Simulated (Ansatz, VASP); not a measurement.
**Li2O in VASP and in Ansatz**

INCAR

```
ALGO = Normal
EDIFF = 1E-6
ENCUT = 750
GGA = PE
GGA_COMPAT = False
ISIF = 2
ISMEAR = 0
LASPH = True
LCHARG = False
LREAL = False
LWAVE = False
NBANDS = 13
NELM = 120
PREC = Accurate
SIGMA = 0.05
```

Contents of KPOINTS:

```
k-points
0
Gamma
  8 8 8
```

The input POSCAR:

```
Li2O
1.0
    0.0000000000      2.2402150000      2.3095000000
    2.2402150000      0.0000000000      2.3095000000
    2.2402150000      2.2402150000      0.0000000000
Li O
2 1
Direct
    0.2500000000      0.2500000000      0.2500000000
    0.7500000000      0.7500000000      0.7500000000
    0.0000000000      0.0000000000      0.0000000000
```

Input for Ansatz:

```yaml
crystal:
  lattice:
    - [0.0, 2.240215, 2.3095]
    - [2.240215, 0.0, 2.3095]
    - [2.240215, 2.240215, 0.0]
  atoms:
    - { symbol: Li, position: [0.25, 0.25, 0.25] }
    - { symbol: Li, position: [0.75, 0.75, 0.75] }
    - { symbol: O, position: [0.0, 0.0, 0.0] }
basis:
  ecutwfc: 420
kpoints:
  mp_grid: { grid: [8, 8, 8] }
hamiltonian:
  xc: pbe
scf:
  occupations: { method: gaussian, width: 0.05 }
output:
  forces: true
  stress: true
  eigenvalues: true
```

Change from the starting cell: strain -0.030 along x and y, +0.000 along z, atoms carried along.

Alike in both runs: task single point; functional PBE; k mesh 8 × 8 × 8; occupations gaussian, width 0.05 eV; no spin polarisation.

```csv
,VASP,Ansatz
version,VASP 6.6.1,Ansatz 0.2.0
potentials or method,"VASP PAW PBE potentials, release 64 (Li_sv, O), cutoff 750 eV","scalar-relativistic, plane waves, PAW"
valence electrons in the cell,12,12
```

VASP gave:

| Quantity | Value |
| --- | --- |
| gap on the k mesh at the Fermi level (eV) | 5.03 |
| least direct gap on the mesh (eV) | 5.70 |
| pressure (GPa) | 5.7 |
| traceless stress, the component that is largest in VASP (GPa) | -4.05 |

Problem. Estimate Ansatz's values.

Solution. gap on the k mesh at the Fermi level (eV): 5.04; least direct gap on the mesh (eV): 5.70; pressure (GPa): 5.9; traceless stress, the component that is largest in VASP (GPa): -4.06.

The functional is the same, so the differences come from potentials, cutoffs and numerics.
